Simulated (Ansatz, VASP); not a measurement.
**AlN: VASP beside Ansatz**

INCAR

```
SYSTEM = AlN
PREC     = Accurate       ! precision mode
ENCUT    = 520            ! plane-wave cutoff, eV
EDIFF    = 1E-8           ! SCF threshold, eV
ISMEAR   = -1             ! smearing method
SIGMA    = 0.02           ! smearing width, eV
LREAL    = .False.        ! projectors in reciprocal space
LASPH    = .True.         ! aspherical terms in the spheres
NELM     = 80             ! most SCF steps
ALGO     = Normal         ! electronic algorithm
ISIF     = 2              ! what is computed and relaxed
LWAVE    = .False.        ! write WAVECAR
LCHARG   = .False.        ! write CHGCAR
LEFG     = .True.       
NBANDS   = 11             ! bands
```

The input KPOINTS:

```
regular mesh
0
Gamma
  10 10 10
  0 0 0
```

File POSCAR:

```
AlN
1.0
    0.0000000000      1.9512669932      1.9512669932
    1.9512669932      0.0000000000      1.9512669932
    1.9512669932      1.9512669932      0.0000000000
Al N
1 1
Direct
    0.0000000000      0.0000000000      0.0000000000
    0.5000000000      0.5000000000      0.5000000000
```

Input for Ansatz:

```yaml
crystal:
  lattice:
    - [0.0, 1.9512669932, 1.9512669932]
    - [1.9512669932, 0.0, 1.9512669932]
    - [1.9512669932, 1.9512669932, 0.0]
  atoms:
    - { symbol: Al, position: [0.0, 0.0, 0.0] }
    - { symbol: "N", position: [0.5, 0.5, 0.5] }
kpoints:
  mp_grid: { grid: [10, 10, 10] }
scf:
  occupations: { method: fermi_dirac, width: 0.02 }
hamiltonian:
  xc: lda
  pseudopotentials: { kind: all_electron, datasets: crystal }
output:
  forces: true
  stress: true
  eigenvalues: true
  efg: { contact_densities: true }
```

Change from the starting cell: volume scaled by 0.96, crystal datasets.

Alike in both runs: task electric field gradients; functional LDA; k mesh 10 × 10 × 10; occupations fermi-dirac, width 0.02 eV; no spin polarisation.

|  | VASP | Ansatz |
| --- | --- | --- |
| version | VASP 6.6.1 | Ansatz 0.2.0 |
| potentials or method | VASP PAW LDA potentials, release 64 (Al, N), cutoff 520 eV | all-electron PAW with datasets made for the crystal, scalar-relativistic |

```tsv
	VASP	Ansatz	Ansatz less VASP
gap on the k mesh at the Fermi level (eV)	4.98	5.00	+0.024
pressure (GPa)	27.7	26.7	-1.00
```

LDA's correlation is that of Perdew and Zunger in VASP and of Perdew and Wang (1992) in Ansatz. Ansatz ran all-electron here, and VASP with PAW potentials.
